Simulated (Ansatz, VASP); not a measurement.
**One calculation of ZnS, two programs**

```
Zn S
1.0
     0.00000    2.74522    2.74522
     2.74522    0.00000    2.74522
     2.74522    2.74522    0.00000
Zn S
1 1
Direct
  0.00000 0.00000 0.00000
  0.75000 0.75000 0.75000
```

Change from the starting cell: strain +0.015 along x and y, +0.015 along z, atoms carried along.

Alike in both runs: task single point; functional r2SCAN; k mesh 8 × 8 × 8; occupations gaussian, width 0.05 eV; no spin polarisation.

|  | VASP | Ansatz |
| --- | --- | --- |
| version | VASP 6.6.1 | Ansatz 0.2.0 |
| potentials or method | VASP PAW PBE potentials, release 64 (Zn, S), cutoff 520 eV | scalar-relativistic, plane waves, PAW |
| valence electrons in the cell | 18 | 18 |

Ansatz gave:

* gap on the k mesh at the Fermi level (eV): 2.45
* least direct gap on the mesh (eV): 2.45
* pressure (GPa): -3.9

Task: Estimate VASP's values.

Result: gap on the k mesh at the Fermi level (eV): 2.46; least direct gap on the mesh (eV): 2.46; pressure (GPa): -3.8.

VASP's potentials were made for PBE, not for r2SCAN.
